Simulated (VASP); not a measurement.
# PbSe (P6_3/mmc) in VASP: a series of runs

The runs below take PbSe through single point, with PBE, r2SCAN.

Everything below comes from runs of VASP 6.6.1. Logs are shortened: lines on timing, memory, paths and dates and some standing lists are left out, and cuts for length are marked.

### Step 1. The cell of the first run

It takes space group P6_3/mmc (No. 194, hexagonal). The conventional cell has a = 5.258 Å, b = 5.258 Å, c = 6.323 Å, α = 90.00°, β = 90.00°, γ = 120.00°. Pb (site symmetry -6m2) has 5 Se at 3.04 to 3.16 Å within 4.0 Å. Within 4.0 Å of Se (site symmetry -6m2) lie 5 Pb at 3.04 to 3.16 Å.

### Step 2. Single point, PBE (volume changed by +3%)

INCAR

```
  ALGO = Normal
  EDIFF = 1E-6
  ENCUT = 520
  GGA = PE
  ISIF = 2
  ISMEAR = 0
  LASPH = T
  LCHARG = T
  LELF = T
  LREAL = F
  LVHAR = T
  LWAVE = F
  NBANDS = 28
  NELM = 60
  PREC = Accurate
  SIGMA = 0.01
```

KPOINTS

```
k-points
0
Gamma
  6 6 4
```

POSCAR

```
PbSe
1.0
    5.2582575136      0.0000000000      0.0000000000
   -2.6291287568      4.5537845864      0.0000000000
    0.0000000000      0.0000000000      6.3230965684
Pb Se
2 2
Direct
    0.3333333333      0.6666666667      0.2500000000
    0.6666666667      0.3333333333      0.7500000000
    0.6666666667      0.3333333333      0.2500000000
    0.3333333333      0.6666666667      0.7500000000
```

Potentials or basis: VASP PAW PBE potentials, release 64 (Pb_d, Se).

Command:

```sh
> cat potpaw_PBE.64/Pb_d/POTCAR potpaw_PBE.64/Se/POTCAR > POTCAR
> mpirun -np 1 vasp_std > vasp.out
```

OUTCAR:

```text
EDIFF = 1E-6
   ENCUT = 520
   GGA = PE
   ISIF = 2
   ISMEAR = 0
   LASPH = T
   LREAL = F
   NELM = 60
   PREC = Accurate

 ion  position               nearest neighbor table
   1  0.333  0.667  0.250-   3 3.04   3 3.04   3 3.04   4 3.16   4 3.16
   2  0.667  0.333  0.750-   4 3.04   4 3.04   4 3.04   3 3.16   3 3.16
   3  0.667  0.333  0.250-   1 3.04   1 3.04   1 3.04   2 3.16   2 3.16
   4  0.333  0.667  0.750-   2 3.04   2 3.04   2 3.04   1 3.16   1 3.16

  LATTYP: Found a hexagonal cell.
 ALAT       =     5.2582575136
 C/A-ratio  =     1.2025079700

  Lattice vectors:

 A1 = (   5.2582575136,   0.0000000000,   0.0000000000)
 A2 = (  -2.6291287568,   4.5537845864,   0.0000000000)
 A3 = (   0.0000000000,   0.0000000000,   6.3230965684)

Analysis of symmetry for initial positions (statically):
=====================================================================
 Subroutine PRICEL returns:
 Original cell was already a primitive cell.

 Routine SETGRP: Setting up the symmetry group for a
 hexagonal supercell.

 Subroutine GETGRP returns: Found 24 space group operations
 (whereof 12 operations were pure point group operations)
 out of a pool of 24 trial point group operations.

The static configuration has the point symmetry D_3d.
 The point group associated with its full space group is D_6h.

Analysis of symmetry for dynamics (positions and initial velocities):
=====================================================================
 Subroutine PRICEL returns:
 Original cell was already a primitive cell.

 Routine SETGRP: Setting up the symmetry group for a
 hexagonal supercell.

 Subroutine GETGRP returns: Found 24 space group operations
 (whereof 12 operations were pure point group operations)
 out of a pool of 24 trial point group operations.

The dynamic configuration has the point symmetry D_3d.
 The point group associated with its full space group is D_6h.

 Subroutine INISYM returns: Found 24 space group operations
 (whereof 12 operations are pure point group operations),
 and found     1 'primitive' translations

----------------------------------------------------------------------------------------

                                     Primitive cell

  volume of cell :     151.4064

  direct lattice vectors                    reciprocal lattice vectors
     5.258257514  0.000000000  0.000000000     0.190177069  0.109798782  0.000000000
    -2.629128757  4.553784586  0.000000000     0.000000000  0.219597564  0.000000000
     0.000000000  0.000000000  6.323096568     0.000000000  0.000000000  0.158150360

  length of vectors
     5.258257514  5.258257514  6.323096568     0.219597564  0.219597564  0.158150360

  position of ions in fractional coordinates (direct lattice)
     0.333333333  0.666666667  0.250000000
     0.666666667  0.333333333  0.750000000
     0.666666667  0.333333333  0.250000000
     0.333333333  0.666666667  0.750000000

  ion indices of the primitive-cell ions
   primitive index   ion index
                 1           1
                 2           2
                 3           3
                 4           4

----------------------------------------------------------------------------------------

 KPOINTS: k-points

Automatic generation of k-mesh.
 Grid dimensions read from file:
 generate k-points for:    6    6    4

 Generating k-lattice:

  Cartesian coordinates                     Fractional coordinates (reciprocal lattice)
     0.031696178  0.018299797  0.000000000     0.166666667 -0.000000000  0.000000000
     0.000000000  0.036599594  0.000000000     0.000000000  0.166666667  0.000000000
     0.000000000  0.000000000  0.039537590     0.000000000  0.000000000  0.250000000

  Length of vectors
     0.036599594  0.036599594  0.039537590

  Shift w.r.t. Gamma in fractional coordinates (k-lattice)
     0.000000000  0.000000000  0.000000000

 Subroutine IBZKPT returns following result:
 ===========================================

 Found     21 irreducible k-points:

 Following reciprocal coordinates:
            Coordinates               Weight
  0.000000  0.000000  0.000000      1.000000
  0.166667  0.000000  0.000000      6.000000
  0.333333  0.000000  0.000000      6.000000
  0.500000  0.000000  0.000000      3.000000
  0.166667  0.166667  0.000000      6.000000
  0.333333  0.166667  0.000000     12.000000
[... 13 lines left out ...]
  0.333333  0.166667  0.500000     12.000000
  0.333333  0.333333  0.500000      2.000000
   k-points           NKPTS =     21   k-points in BZ     NKDIM =     21   number of bands    NBANDS=     28
   number of dos      NEDOS =    301   number of ions     NIONS =      4
   total plane-waves  NPLWV =  76800
   dimension x,y,z NGX =    40 NGY =   40 NGZ =   48
   dimension x,y,z NGXF=    80 NGYF=   80 NGZF=   96
   ions per type =               2   2
   NGX,Y,Z   is equivalent  to a cutoff of  12.65, 12.65, 12.62 a.u.
   NGXF,Y,Z  is equivalent  to a cutoff of  25.29, 25.29, 25.24 a.u.
 SYSTEM =  unknown system
   PREC   = accura    normal or accurate (medium, high low for compatibility)
   ISTART =      0    job   : 0-new  1-cont  2-samecut
   ICHARG =      2    charge: 1-file 2-atom 10-const
   ISPIN  =      1    spin polarized calculation?
   LNONCOLLINEAR =      F non collinear calculations
   LSORBIT =      F    spin-orbit coupling
   LASPH  =      T    aspherical Exc in radial PAW
   ENCUT  =  520.0 eV  38.22 Ry    6.18 a.u.   9.78  9.78 11.76*2*pi/ulx,y,z
   NELM   =     60;   NELMIN=  2; NELMDL= -5     # of ELM steps
   EDIFF  = 0.1E-05   stopping-criterion for ELM
   LREAL  =      F    real-space projection
   EDIFFG = 0.1E-04   stopping-criterion for IOM
   NSW    =      0    number of steps for IOM
   IBRION =     -1    ionic relax: 0-MD 1-quasi-New 2-CG
   NFREE  =      0    steps in history (QN), initial steepest desc. (CG)
   ISIF   =      2    stress and relaxation
   ISYM   =      2    0-nonsym 1-usesym 2-fastsym
   POTIM  = 0.5000    time-step for ionic-motion
   TEBEG  =    0.0;   TEEND  =   0.0 temperature during run
   PSTRESS=    0.0 pullay stress
   NELECT =      40.0000    total number of electrons
   NUPDOWN=      -1.0000    fix difference up-down
   EMIN   =  10.00;   EMAX   =-10.00  energy-range for DOS
   EFERMI =   0.00;   METHOD = LEGACY
   ISMEAR =     0;   SIGMA  =   0.01  broadening in eV -4-tet -1-fermi 0-gaus
   EFERMI_NEDOS =   21; number of points for ismear=-14 and -15
   IALGO  =     38    algorithm
   IMIX   =      4    mixing-type and parameters
     AMIX     =   0.40;   BMIX     =  1.00
     AMIX_MAG =   1.60;   BMIX_MAG =  1.00
  volume/ion in A,a.u.               =      37.85       255.44
  Fermi-wavevector in a.u.,A,eV,Ry     =   1.050461  1.985084 15.013610  1.103469
  Thomas-Fermi vector in A             =   2.185465
   LORBIT       =      0    0 simple, 1 ext, 2 COOP (PROOUT), +10 PAW based schemes
   GGA     = PE    functional components
   LHFCALC =     F    Hartree Fock is set to
   AEXX    =    0.0000 exact exchange contribution
   IVDW    =     0    specifies the selected vdW correction
   LEPSILON=     F    determine dielectric tensor
   LRPA    =     F    only Hartree local field effects (RPA)
 non-spin polarized calculation
 Gauss-broadening in eV      SIGMA  =   0.01
  energy-cutoff  :      520.00
  volume of cell :      151.41
 maximum number of plane-waves:      4104
 NGX is ok and might be reduce to    40
   NGX = 19   NGY = 19   NGZ = 23

 number of electron      39.9999998 magnetization

 Free energy of the ion-electron system (eV)
  ---------------------------------------------------
  ext. energy  EPLUGINS =         0.00000000
  ---------------------------------------------------
  free energy    TOTEN  =       -16.06860038 eV

  energy without entropy =      -16.06860038  energy(sigma->0) =      -16.06860038

 E-fermi :   2.6971     XC(G=0):  -8.0085

 val. band max:        2.5896857395   @ k =   0.3333   0.3333   0.5000
 cond. band min:       3.8062394517   @ k =   0.3333   0.3333   0.5000
 fundamental gap:      1.2165537122
 Fermi energy:         2.6970988623

 k-point     1 :       0.0000    0.0000    0.0000
  band No.  band energies     occupation
      1     -14.1742      2.00000
      2     -14.1155      2.00000
      3     -14.1155      2.00000
      4     -14.1148      2.00000
      5     -14.1148      2.00000
      6     -14.1148      2.00000
[... 20 lines left out ...]
     27       8.2030      0.00000
     28       9.0732      0.00000

 k-point     2 :       0.1667    0.0000    0.0000
  band No.  band energies     occupation
      1     -14.1731      2.00000
      2     -14.1210      2.00000
      3     -14.1159      2.00000
      4     -14.1151      2.00000
      5     -14.1141      2.00000
      6     -14.1125      2.00000
[... 20 lines left out ...]
     27       8.3388      0.00000
     28       8.7546      0.00000

 k-point     3 :       0.3333    0.0000    0.0000
  band No.  band energies     occupation
      1     -14.1697      2.00000
      2     -14.1326      2.00000
      3     -14.1180      2.00000
      4     -14.1129      2.00000
      5     -14.1124      2.00000
      6     -14.1066      2.00000
[... 20 lines left out ...]
     27       8.3604      0.00000
     28       8.9182      0.00000

 k-point     4 :       0.5000    0.0000    0.0000
  band No.  band energies     occupation
      1     -14.1669      2.00000
      2     -14.1393      2.00000
      3     -14.1189      2.00000
      4     -14.1115      2.00000
      5     -14.1112      2.00000
      6     -14.1042      2.00000
[... 20 lines left out ...]
     27       8.2145      0.00000
     28       8.6861      0.00000

 k-point     5 :       0.1667    0.1667    0.0000
  band No.  band energies     occupation
      1     -14.1703      2.00000
      2     -14.1303      2.00000
      3     -14.1180      2.00000
      4     -14.1131      2.00000
      5     -14.1121      2.00000
      6     -14.1089      2.00000
[... 20 lines left out ...]
     27       8.2479      0.00000
     28       9.5075      0.00000

 k-point     6 :       0.3333    0.1667    0.0000
  band No.  band energies     occupation
      1     -14.1647      2.00000
      2     -14.1414      2.00000
      3     -14.1201      2.00000
      4     -14.1127      2.00000
      5     -14.1089      2.00000
      6     -14.1042      2.00000
[... 370 lines left out ...]
      5     -14.1134      2.00000
      6     -14.1134      2.00000
[... 20 lines left out ...]
     27       9.1216      0.00000
     28       9.1216      0.00000

 k-point    19 :       0.1667    0.1667    0.5000
  band No.  band energies     occupation
      1     -14.1332      2.00000
      2     -14.1332      2.00000
      3     -14.1171      2.00000
      4     -14.1171      2.00000
      5     -14.1148      2.00000
      6     -14.1148      2.00000
[... 20 lines left out ...]
     27       9.7144      0.00000
     28       9.7144      0.00000

 k-point    20 :       0.3333    0.1667    0.5000
  band No.  band energies     occupation
      1     -14.1315      2.00000
      2     -14.1315      2.00000
      3     -14.1172      2.00000
      4     -14.1172      2.00000
      5     -14.1132      2.00000
      6     -14.1132      2.00000
[... 20 lines left out ...]
     27       9.1263      0.00000
     28       9.1263      0.00000

 k-point    21 :       0.3333    0.3333    0.5000
  band No.  band energies     occupation
      1     -14.1291      2.00000
      2     -14.1291      2.00000
      3     -14.1196      2.00000
      4     -14.1196      2.00000
      5     -14.1115      2.00000
      6     -14.1115      2.00000
[... 20 lines left out ...]
     27       8.9672      0.00000
     28       8.9672      0.00000

------------------------ aborting loop because EDIFF is reached ----------------------------------------

  FORCE on cell =-STRESS in cart. coord.  units (eV):
  Direction    XX          YY          ZZ          XY          YZ          ZX
  --------------------------------------------------------------------------------------
  -------------------------------------------------------------------------------------
  Total       -0.9127652     -0.9127652     -0.9868277      0.0000000      0.0000000      0.0000000
  in kB       -9.6588517     -9.6588517    -10.4425791      0.0000000      0.0000000      0.0000000
  external PRESSURE =      -9.9200942 kB  Pullay stress =       0.0000000 kB

 VOLUME and BASIS-vectors are now :
 -----------------------------------------------------------------------------
  energy-cutoff  :      520.00
  volume of cell :      151.41
      direct lattice vectors                 reciprocal lattice vectors
     5.258257514  0.000000000  0.000000000     0.190177069  0.109798782  0.000000000
    -2.629128757  4.553784586  0.000000000     0.000000000  0.219597564  0.000000000
     0.000000000  0.000000000  6.323096568     0.000000000  0.000000000  0.158150360

 POSITION                                       TOTAL-FORCE (eV/Angst)
 -----------------------------------------------------------------------------------
     -0.00000      3.03586      1.58077         0.000000     -0.000000      0.000000
      2.62913      1.51793      4.74232        -0.000000      0.000000      0.000000
      2.62913      1.51793      1.58077         0.000000      0.000000      0.000000
     -0.00000      3.03586      4.74232        -0.000000     -0.000000      0.000000
 -----------------------------------------------------------------------------------
    total drift:                                0.000000     -0.000000      0.000000

  FREE ENERGIE OF THE ION-ELECTRON SYSTEM (eV)
  ---------------------------------------------------
  free  energy   TOTEN  =       -16.0686003820 eV

  energy  without entropy=      -16.0686003820  energy(sigma->0) =      -16.06860038
```

It took 45 s on 1 thread of Intel Xeon Platinum 8559C (Emerald Rapids), shared host; peak memory 0.29 GiB.

What came out:

- Free energy: -16.0686 eV
- Pressure: -1.0 GPa
- Band gap on the k mesh: 1.22 eV, direct

Stress tensor (GPa, compression positive):
```
-0.97  0.00  0.00
 0.00 -0.97  0.00
 0.00  0.00 -1.04
```

Levels at points of the mesh, in eV from the valence-band top:
```csv
k point,band 16,band 17,band 18,band 19,band 20,band 21,band 22,band 23,band 24,band 25
"(0.00, 0.00, 0.00)",-2.63,-2.63,-1.50,-1.50,-1.48,1.87,1.87,3.20,3.20,4.62
"(0.50, 0.00, 0.00)",-3.22,-2.43,-1.88,-1.87,-0.55,2.62,3.17,3.99,4.16,4.91
"(0.00, 0.00, 0.50)",-2.09,-2.09,-2.09,-1.16,-1.16,2.23,2.23,2.23,2.23,2.37
"(0.50, 0.00, 0.50)",-2.62,-1.51,-1.51,-0.59,-0.59,1.45,1.45,2.92,2.92,4.16
```

Caveat: spin-orbit coupling is left out, which moves the levels of the heavy elements.

### Step 3. Single point, PBE (volume changed by +6%)

INCAR

```
  PREC = Accurate
  ENCUT = 520
  EDIFF = 1E-6
  ISMEAR = 0
  SIGMA = 0.01
  LREAL = False
  LASPH = True
  NELM = 60
  ALGO = Normal
  ISIF = 2
  LWAVE = False
  LCHARG = True
  GGA = PE
  LELF = True
  LVHAR = True
  NBANDS = 28
```

KPOINTS

```
Automatic mesh
0
Gamma
  6 6 4
```

POSCAR

```
PbSe
1.0
    5.3088207838      0.0000000000      0.0000000000
   -2.6544103919      4.5975736630      0.0000000000
    0.0000000000      0.0000000000      6.3838993038
Pb Se
2 2
Direct
    0.3333333333      0.6666666667      0.2500000000
    0.6666666667      0.3333333333      0.7500000000
    0.6666666667      0.3333333333      0.2500000000
    0.3333333333      0.6666666667      0.7500000000
```

Potentials or basis: VASP PAW PBE potentials, release 64 (Pb_d, Se).

Command:

```sh
> cat potpaw_PBE.64/Pb_d/POTCAR potpaw_PBE.64/Se/POTCAR > POTCAR
> mpirun -np 1 vasp_std > vasp.out
```

Wall time 41 s (1 thread of Intel Xeon Platinum 8559C (Emerald Rapids), shared host); peak memory 0.29 GiB.

Results (log left out):

```yaml
Free_energy: -16.0301 eV
Pressure: -1.8 GPa
Band_gap_on_the_k_mesh: 1.24 eV, direct
```

Stress tensor (GPa, compression positive):
```
-1.81  0.00  0.00
 0.00 -1.81  0.00
 0.00  0.00 -1.93
```

Levels at points of the mesh, in eV from the valence-band top:
| k point | band 17 | band 18 | band 19 | band 20 | band 21 | band 22 | band 23 | band 24 |
| --- | --- | --- | --- | --- | --- | --- | --- | --- |
| (0.00, 0.00, 0.00) | -2.49 | -1.40 | -1.40 | -1.37 | 1.92 | 1.92 | 3.20 | 3.20 |
| (0.50, 0.00, 0.00) | -2.29 | -1.77 | -1.76 | -0.51 | 2.60 | 3.13 | 3.95 | 4.15 |
| (0.00, 0.00, 0.50) | -1.96 | -1.96 | -1.09 | -1.09 | 2.27 | 2.27 | 2.27 | 2.27 |
| (0.50, 0.00, 0.50) | -1.41 | -1.41 | -0.55 | -0.55 | 1.47 | 1.47 | 2.90 | 2.90 |

Caveat: spin-orbit coupling is left out, which moves the levels of the heavy elements. A k mesh can miss the band edges.

[end of part 1 of 2]
